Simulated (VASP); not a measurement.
Set up this calculation in VASP 6.6.1, as the native input.

| Item | Value |
| --- | --- |
| Task | single point |
| Functional | PBE |
| Potentials or basis | VASP PAW PBE potentials, release 64 (Sr_sv, O) |
| Cutoff | 520 eV |
| k mesh | 8 × 8 × 8 |
| Occupations | gaussian, width 0.05 eV |
| Spin | no spin polarisation |
| Dipole correction | no |
| Further INCAR settings | ALGO = Normal; EDIFF = 1e-07; NBANDS = 15 |

The structure of SrO lies in POSCAR:

```
SrO
1.0
    0.0000000000      2.4413100000      2.6982900000
    2.4413100000      0.0000000000      2.6982900000
    2.4413100000      2.4413100000      0.0000000000
Sr O
1 1
Direct
    0.0000000000      0.0000000000      0.0000000000
    0.5000000000      0.5000000000      0.5000000000
```

This cell differs from its parent crystal: strain -0.050 along x and y, +0.050 along z.

The input as run:

INCAR

```
PREC     = Accurate       # precision mode
ENCUT    = 520            # plane-wave cutoff, eV
EDIFF    = 1E-7           # SCF threshold, eV
ISMEAR   = 0              # smearing method
SIGMA    = 0.05           # smearing width, eV
LREAL    = F              # projectors in reciprocal space
LASPH    = T              # aspherical terms in the spheres
NELM     = 100            # most SCF steps
ALGO     = Normal         # electronic algorithm
ISIF     = 2              # what is computed and relaxed
LWAVE    = F              # write WAVECAR
LCHARG   = F              # write CHGCAR
GGA      = PE             # functional
NBANDS   = 15             # bands
```

KPOINTS

```
Automatic mesh
0
Gamma
  8 8 8
```

Potentials or basis: VASP PAW PBE potentials, release 64 (Sr_sv, O).

Launch:

```bash
$ cat potpaw_PBE.64/Sr_sv/POTCAR potpaw_PBE.64/O/POTCAR > POTCAR
$ mpirun -np 1 vasp_std > vasp.out
```

It gave:

```
Pressure               : 12.0 GPa
Band gap on the k mesh : 3.00 eV, direct
```

Caveat: the cell differs from its parent crystal (strain -0.050 along x and y, +0.050 along z).

Run time: 32 s on 1 thread of Intel Xeon 6975P-C, with other jobs on the host, peak memory 0.18 GiB.
